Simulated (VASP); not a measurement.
Write the native input for VASP 6.6.1 that does the following.

* Task: single point
* Functional: PBE
* Potentials or basis: VASP PAW PBE potentials, release 64 (Ba_sv, Te)
* Cutoff: 520 eV
* k mesh: 8 × 8 × 4
* Occupations: gaussian, width 0.05 eV
* Spin: collinear spin, zero start
* Starting moments: [0.0, 0.0, 0.0, 0.0] μB
* Dipole correction: no
* Further INCAR settings: ALGO = Normal; EDIFF = 1e-06; NBANDS = 28

The structure of BaTe lies in POSCAR:

```
BaTe
1.0
    5.9702102791      0.0000000000      0.0000000000
   -2.9851051396      5.1703537676      0.0000000000
    0.0000000000      0.0000000000      7.0024277399
Ba Te
2 2
Direct
    0.6666666667      0.3333333333      0.0625865676
    0.3333333333      0.6666666667      0.5625865676
    0.6666666667      0.3333333333      0.5626134324
    0.3333333333      0.6666666667      0.0626134324
```

One way to write it, as run:

INCAR

```
PREC = Accurate
ENCUT = 520
EDIFF = 1E-6
ISMEAR = 0
SIGMA = 0.05
LREAL = False
LASPH = True
NELM = 150
ALGO = Normal
ISIF = 2
LWAVE = False
LCHARG = False
ISPIN = 2
MAGMOM = 0 0 0 0
LORBIT = 11
GGA = PE
NBANDS = 28
```

KPOINTS

```
regular mesh
0
Gamma
  8 8 4
```

Potentials or basis: VASP PAW PBE potentials, release 64 (Ba_sv, Te).

Launch:

```bash
$ cat potpaw_PBE.64/Ba_sv/POTCAR potpaw_PBE.64/Te/POTCAR > POTCAR
$ mpirun -np 1 vasp_std > vasp.out
```

Results of the run:

```yaml
Pressure: 0.3 GPa
Band_gap_on_the_k_mesh: 1.92 eV (least direct gap 2.22 eV)
Net_moment: 0.00 μB per cell
Valence_electrons_inside_the_program's_atomic_spheres: Ba 7.88; Te 3.47
```

Caveat: spin-orbit coupling is left out, which moves the levels of the heavy elements.

Wall time 9.9 min on 1 thread of Oxide Virtual Turin-like Processor (shared host), peak memory 0.57 GiB.
